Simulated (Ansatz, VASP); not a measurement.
# One calculation of CsSc2, two programs

```
Cs Sc
1.0
     6.06098    0.00000    0.00000
    -3.03049    5.24897    0.00000
     0.00000    0.00000    3.34816
Cs Sc
1 2
Direct
  0.00000 0.00000 0.00000
  0.33333 0.66667 0.50000
  0.66667 0.33333 0.50000
```

Alike in both runs: functional PBE; k mesh 12 × 12 × 14; occupations gaussian, width 0.1 eV; no spin polarisation.

Ansatz relaxed the structure, and its values are those at the end. VASP's run is a single point on that final structure, the one shown.

```csv
,VASP,Ansatz
version,VASP 6.6.1,Ansatz 0.2.0
potentials or method,"VASP PAW PBE potentials, release 64 (Cs_sv, Sc_sv), cutoff 520 eV","scalar-relativistic, plane waves, PAW"
valence electrons in the cell,31,31
```

Ansatz gave:

| Quantity | Value |
| --- | --- |
| gap on the k mesh at the Fermi level (eV) | none |
| pressure (GPa) | 0.0 |

What did VASP give for the same quantities?

gap on the k mesh at the Fermi level (eV): none; pressure (GPa): 0.1.

A gap of «none» marks a metal or a gap that the smearing closes. With one functional, cell and mesh, what is left measures potentials, basis and numerics.

Spin-orbit coupling is off throughout.
